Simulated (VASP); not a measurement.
Wanted: the native input for a VASP 6.6.1 run.

```yaml
Task: single point
Functional: r2SCAN
Potentials_or_basis: VASP PAW PBE potentials, release 64 (Mg)
Cutoff: 520 eV
k_mesh: 6 × 6 × 6
Occupations: gaussian, width 0.1 eV
Spin: no spin polarisation
Dipole_correction: no
Further_INCAR_settings: ALGO = Normal; EDIFF = 1e-06; NBANDS = 7
```

Mg:

```
Mg
1.0
     2.86244    0.00000    0.00000
     0.00000    2.86244    0.00000
     0.00000    0.00000    2.86244
Mg
1
Direct
  0.00000 0.00000 0.00000
```

These files were run (other wordings do the same):

POSCAR

```
Mg
1.0
    2.8624405726      0.0000000000      0.0000000000
    0.0000000000      2.8624405726      0.0000000000
    0.0000000000      0.0000000000      2.8624405726
Mg
1
Direct
    0.0000000000      0.0000000000      0.0000000000
```

INCAR.step1

```
  PREC = Accurate
  ENCUT = 520
  ISMEAR = 0
  SIGMA = 0.1
  LREAL = False
  LASPH = True
  NELM = 100
  NBANDS = 7
  GGA = PE
  ALGO = Normal
  EDIFF = 1E-4
  LWAVE = True
  LCHARG = False
```

INCAR.step2

```
  PREC = Accurate
  ENCUT = 520
  EDIFF = 1E-6
  ISMEAR = 0
  SIGMA = 0.1
  LREAL = False
  LASPH = True
  NELM = 100
  ALGO = Normal
  ISIF = 2
  LWAVE = False
  LCHARG = True
  METAGGA = R2SCAN
  LMIXTAU = True
  LELF = True
  LVHAR = True
  NBANDS = 7
  ISTART = 1
```

KPOINTS

```
Automatic mesh
0
Gamma
  6 6 6
```

Potentials or basis: VASP PAW PBE potentials, release 64 (Mg).

Run with:

```sh
$ cat potpaw_PBE.64/Mg/POTCAR > POTCAR
$ cp INCAR.step1 INCAR
$ mpirun -np 1 vasp_std > vasp.out
$ cp INCAR.step2 INCAR
$ mpirun -np 1 vasp_std > vasp.out
```

Results of the run:

The pressure is 3.7 GPa and the band gap on the k mesh is zero (band 1 reaches 8.14 eV, above the bottom of band 2 at 0.08 eV).

Caveat: the k points lie up to 0.37 Å⁻¹ apart; the PAW data sets were made with another functional, which shifts forces and pressure a little.

Run time: 17 s on 1 thread of Intel(R) Xeon(R) Platinum 8259CL CPU @ 2.50GHz (Skylake/Cascade Lake), on a shared host, peak memory 0.14 GiB.
